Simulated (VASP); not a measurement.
Write the native input for VASP 6.6.1 that does the following.

- Task: single point
- Functional: PBEsol
- Potentials or basis: VASP PAW PBE potentials, release 64 (K_sv, I)
- Cutoff: 520 eV
- k mesh: 8 × 8 × 8
- Occupations: fermi-dirac, width 0.01 eV
- Spin: no spin polarisation
- Dipole correction: no
- Further INCAR settings: ALGO = Normal; EDIFF = 1e-06; NBANDS = 15

The structure of KI lies in POSCAR:

```
KI
1.0
    0.0704910000      3.5597955000      3.5597955000
    3.5597955000      0.0704910000      3.5597955000
    3.5597955000      3.5597955000      0.0704910000
K I
1 1
Direct
    0.0000000000      0.0000000000      0.0000000000
    0.5000000000      0.5000000000      0.5000000000
```

This cell differs from its parent crystal: equal xy, yz and zx shear strains of +2 %.

One way to write it, as run:

INCAR

```
SYSTEM = KI
PREC = Accurate
ENCUT = 520
EDIFF = 1E-6
ISMEAR = -1
SIGMA = 0.01
LREAL = .False.
LASPH = .True.
NELM = 80
ALGO = Normal
ISIF = 2
LWAVE = .False.
LCHARG = .False.
GGA = PS
NBANDS = 15
```

KPOINTS

```
Automatic mesh
0
Gamma
  8 8 8
  0 0 0
```

Potentials or basis: VASP PAW PBE potentials, release 64 (K_sv, I).

Run with:

```console
$ cat potpaw_PBE.64/K_sv/POTCAR potpaw_PBE.64/I/POTCAR > POTCAR
$ mpirun -np 1 vasp_std > vasp.out
```

It gave:

```yaml
Pressure: -0.2 GPa
Band_gap_on_the_k_mesh: 3.80 eV, direct
```

Caveat: the cell differs from its parent crystal (equal xy, yz and zx shear strains of +2 %); the PAW data sets were made with another functional, which shifts forces and pressure a little; spin-orbit coupling is left out, which moves the levels of the heavy elements.

Run time: 36 s on 1 thread of Intel(R) Xeon(R) 6975P-C (Granite Rapids), on a shared host, peak memory 0.28 GiB.
